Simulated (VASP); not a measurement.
# Si (Fd-3m) in VASP: further runs, part 2 of 2

VASP 6.6.1. The steps go on from the part before.

### 3 Single point, PBE

Input file INCAR:

```
SYSTEM = Si
ALGO = Normal ; EDIFF = 1E-6
ENCUT = 520 ; GGA = PE
ISIF = 2 ; ISMEAR = 0
LASPH = .TRUE. ; LCHARG = .TRUE.
LELF = .TRUE. ; LREAL = .FALSE.
LVHAR = .TRUE. ; LWAVE = .FALSE.
NBANDS = 11 ; NELM = 80
PREC = Accurate ; SIGMA = 0.02
```

Input file KPOINTS:

```
k-points
0
G
  8 8 8
  0 0 0
```

Input file POSCAR:

```
Si
1.0
    0.0000000000      2.7350468237      2.7350468237
    2.7350468237      0.0000000000      2.7350468237
    2.7350468237      2.7350468237      0.0000000000
Si
2
Direct
    0.2500000000      0.2500000000      0.2500000000
    0.0000000000      0.0000000000      0.0000000000
```

Potentials or basis: VASP PAW PBE potentials, release 64 (Si).

On the command line:

```bash
> cat potpaw_PBE.64/Si/POTCAR > POTCAR
> mpirun -np 1 vasp_std > vasp.out
```

OUTCAR:

```text
SYSTEM = Si
   EDIFF = 1E-6
   ENCUT = 520
   GGA = PE
   ISIF = 2
   ISMEAR = 0
   LASPH = .TRUE.
   LREAL = .FALSE.
   NELM = 80
   PREC = Accurate

 ion  position               nearest neighbor table
   1  0.250  0.250  0.250-   2 2.37   2 2.37   2 2.37   2 2.37
   2  0.000  0.000  0.000-   1 2.37   1 2.37   1 2.37   1 2.37

  LATTYP: Found a face centered cubic cell.
 ALAT       =     5.4700936474

  Lattice vectors:

 A1 = (   0.0000000000,   2.7350468237,   2.7350468237)
 A2 = (   2.7350468237,   0.0000000000,   2.7350468237)
 A3 = (   2.7350468237,   2.7350468237,   0.0000000000)

Analysis of symmetry for initial positions (statically):
=====================================================================
 Subroutine PRICEL returns:
 Original cell was already a primitive cell.

 Routine SETGRP: Setting up the symmetry group for a
 face centered cubic supercell.

 Subroutine GETGRP returns: Found 48 space group operations
 (whereof 24 operations were pure point group operations)
 out of a pool of 48 trial point group operations.

The static configuration has the point symmetry T_d .
 The point group associated with its full space group is O_h .

Analysis of symmetry for dynamics (positions and initial velocities):
=====================================================================
 Subroutine PRICEL returns:
 Original cell was already a primitive cell.

 Routine SETGRP: Setting up the symmetry group for a
 face centered cubic supercell.

 Subroutine GETGRP returns: Found 48 space group operations
 (whereof 24 operations were pure point group operations)
 out of a pool of 48 trial point group operations.

The dynamic configuration has the point symmetry T_d .
 The point group associated with its full space group is O_h .

 Subroutine INISYM returns: Found 48 space group operations
 (whereof 24 operations are pure point group operations),
 and found     1 'primitive' translations

----------------------------------------------------------------------------------------

[... 120 lines left out ...]
   IVDW    =     0    specifies the selected vdW correction
   LEPSILON=     F    determine dielectric tensor
   LRPA    =     F    only Hartree local field effects (RPA)
 non-spin polarized calculation
 Gauss-broadening in eV      SIGMA  =   0.02
  energy-cutoff  :      520.00
  volume of cell :       40.92
 maximum number of plane-waves:      1124
 NGX is ok and might be reduce to    30

 number of electron       8.0000001 magnetization

 Free energy of the ion-electron system (eV)
  ---------------------------------------------------
  ext. energy  EPLUGINS =         0.00000000
  ---------------------------------------------------
  free energy    TOTEN  =       -10.84608134 eV

  energy without entropy =      -10.84608134  energy(sigma->0) =      -10.84608134

 E-fermi :   5.7098     XC(G=0):  -9.3237

 val. band max:        5.6099044723   @ k =   0.0000   0.0000   0.0000
 cond. band min:       6.2610843791   @ k =   0.3750   0.3750   0.0000
 fundamental gap:      0.6511799068
 Fermi energy:         5.7097925804

 k-point     1 :       0.0000    0.0000    0.0000
  band No.  band energies     occupation
      1      -6.1999      2.00000
      2       5.6099      2.00000
      3       5.6099      2.00000
      4       5.6099      2.00000
      5       8.1661      0.00000
      6       8.1661      0.00000
      7       8.1661      0.00000
      8       8.7353      0.00000
      9      13.3181      0.00000
     10      13.3181      0.00000
     11      13.4841      0.00000
[... 309 lines left out ...]
 k-point    24 :      -0.3750    0.2500    0.1250
  band No.  band energies     occupation
      1      -3.3935      2.00000
      2      -1.0949      2.00000
      3       2.2244      2.00000
      4       3.5008      2.00000
      5       8.6320      0.00000
      6       8.7564      0.00000
      7      11.4545      0.00000
      8      12.6743      0.00000
      9      12.9140      0.00000
     10      16.1152      0.00000
     11      17.1583      0.00000

 [... further k-points ...]

------------------------ aborting loop because EDIFF is reached ----------------------------------------

  FORCE on cell =-STRESS in cart. coord.  units (eV):
  Direction    XX          YY          ZZ          XY          YZ          ZX
  --------------------------------------------------------------------------------------
  -------------------------------------------------------------------------------------
  Total       -0.0163150     -0.0163150     -0.0163150     -0.0000000      0.0000000      0.0000000
  in kB       -0.6388142     -0.6388142     -0.6388142     -0.0000000      0.0000000      0.0000000
  external PRESSURE =      -0.6388142 kB  Pullay stress =       0.0000000 kB

 VOLUME and BASIS-vectors are now :
 -----------------------------------------------------------------------------
  energy-cutoff  :      520.00
  volume of cell :       40.92
      direct lattice vectors                 reciprocal lattice vectors
     0.000000000  2.735046824  2.735046824    -0.182812227  0.182812227  0.182812227
     2.735046824  0.000000000  2.735046824     0.182812227 -0.182812227  0.182812227
     2.735046824  2.735046824  0.000000000     0.182812227  0.182812227 -0.182812227

 POSITION                                       TOTAL-FORCE (eV/Angst)
 -----------------------------------------------------------------------------------
      1.36752      1.36752      1.36752        -0.000000     -0.000000     -0.000000
      0.00000      0.00000      0.00000         0.000000      0.000000      0.000000
 -----------------------------------------------------------------------------------
    total drift:                               -0.000000     -0.000000     -0.000000

  FREE ENERGIE OF THE ION-ELECTRON SYSTEM (eV)
  ---------------------------------------------------
  free  energy   TOTEN  =       -10.8460813423 eV

  energy  without entropy=      -10.8460813423  energy(sigma->0) =      -10.84608134
```

stdout:

```text
POSCAR found type information on POSCAR Si
 POSCAR found :  1 types and       2 ions
 scaLAPACK will be used
 LDA part: xc-table for (Slater+PW92), standard interpolation
 POSCAR, INCAR and KPOINTS ok, starting setup
 FFT: planning ... GRIDC
 FFT: planning ... GRID_SOFT
 FFT: planning ... GRID
 WAVECAR not read
 entering main loop
```

Run time: 21 s. Hardware: 1 thread of Intel Xeon 8259CL, shared host; peak memory 0.15 GiB.

Results:

```
Free energy            : -10.8461 eV
Pressure               : -0.1 GPa
Band gap on the k mesh : 0.65 eV (least direct gap 2.56 eV)
```

Levels at points of the mesh, in eV from the valence-band top:
```tsv
k point	band 1	band 2	band 3	band 4	band 5	band 6	band 7	band 8	band 9
(0.00, 0.00, 0.00)	-11.81	0.00	0.00	0.00	2.56	2.56	2.56	3.13	7.71
(0.50, 0.00, 0.00)	-9.53	-6.87	-1.18	-1.18	1.46	3.35	3.35	7.70	10.49
(0.50, 0.50, 0.00)	-7.74	-7.74	-2.79	-2.79	0.75	0.75	9.93	9.93	10.90
```

Caveat: semilocal functionals underestimate gaps, and a narrow one can read as zero.

### 4 Single point, PBE

This run uses another cell than the first one: it holds 32 atoms, not 2.

Input file INCAR:

```
ALGO = Normal
EDIFF = 1E-7
ENCUT = 520
GGA = PE
ISIF = 2
ISMEAR = 0
LASPH = True
LCHARG = False
LREAL = Auto
LWAVE = False
NBANDS = 86
NELM = 80
PREC = Accurate
SIGMA = 0.02
```

Input file KPOINTS:

```
Automatic mesh
0
Gamma
  2 2 2
  0.5 0.5 0.5
```

Input file POSCAR:

```
Si
1.0
   -5.4700936474     -5.4700936474     -5.4700936474
    5.4700936474      5.4700936474     -5.4700936474
    5.4700936474     -5.4700936474      5.4700936474
Si
32
Direct
    0.5000000000      0.7500000000      0.5000000000
    0.5000000000      0.5000000000      0.7500000000
    0.2500000000      0.7500000000      0.7500000000
    0.5000000000      0.2500000000      0.0000000000
    0.2500000000      0.5000000000      0.0000000000
    0.0000000000      0.7500000000      0.0000000000
    0.5000000000      0.0000000000      0.2500000000
    0.2500000000      0.2500000000      0.2500000000
    0.0000000000      0.5000000000      0.2500000000
    0.7500000000      0.7500000000      0.2500000000
    0.2500000000      0.0000000000      0.5000000000
    0.0000000000      0.2500000000      0.5000000000
    0.7500000000      0.5000000000      0.5000000000
    0.0000000000      0.0000000000      0.7500000000
    0.7500000000      0.2500000000      0.7500000000
    0.7500000000      0.0000000000      0.0000000000
    0.5000000000      0.7500000000      0.7500000000
    0.5000000000      0.5000000000      0.0000000000
    0.2500000000      0.7500000000      0.0000000000
    0.5000000000      0.2500000000      0.2500000000
    0.2500000000      0.5000000000      0.2500000000
    0.0000000000      0.7500000000      0.2500000000
    0.5000000000      0.0000000000      0.5000000000
    0.2500000000      0.2500000000      0.5000000000
    0.0000000000      0.5000000000      0.5000000000
    0.7500000000      0.7500000000      0.5000000000
    0.2500000000      0.0000000000      0.7500000000
    1.0000000000      0.2500000000      0.7500000000
    0.7500000000      0.5000000000      0.7500000000
    0.0000000000      0.0000000000      0.0000000000
    0.7500000000      0.2500000000      0.0000000000
    0.7500000000      1.0000000000      0.2500000000
```

On the command line:

```bash
> cat potpaw_PBE.64/Si/POTCAR > POTCAR
> mpirun -np 1 vasp_std > vasp.out
```

It took 6 min on 1 thread of Intel Xeon 8259CL, shared host; peak memory 0.68 GiB.

The run converged. Its results:

- Free energy: -173.5400 eV
- Pressure: -0.1 GPa
- Band gap on the k mesh: 1.40 eV

Levels at points of the mesh, in eV from the valence-band top:
| k point | band 61 | band 62 | band 63 | band 64 | band 65 | band 66 | band 67 | band 68 |
| --- | --- | --- | --- | --- | --- | --- | --- | --- |
| (0.25, 0.25, 0.25) | 0.00 | 0.00 | 0.00 | 0.00 | 2.29 | 2.29 | 2.29 | 2.29 |

Caveat: a shifted mesh leaves out Γ, where band edges can lie. A k mesh can miss the band edges.
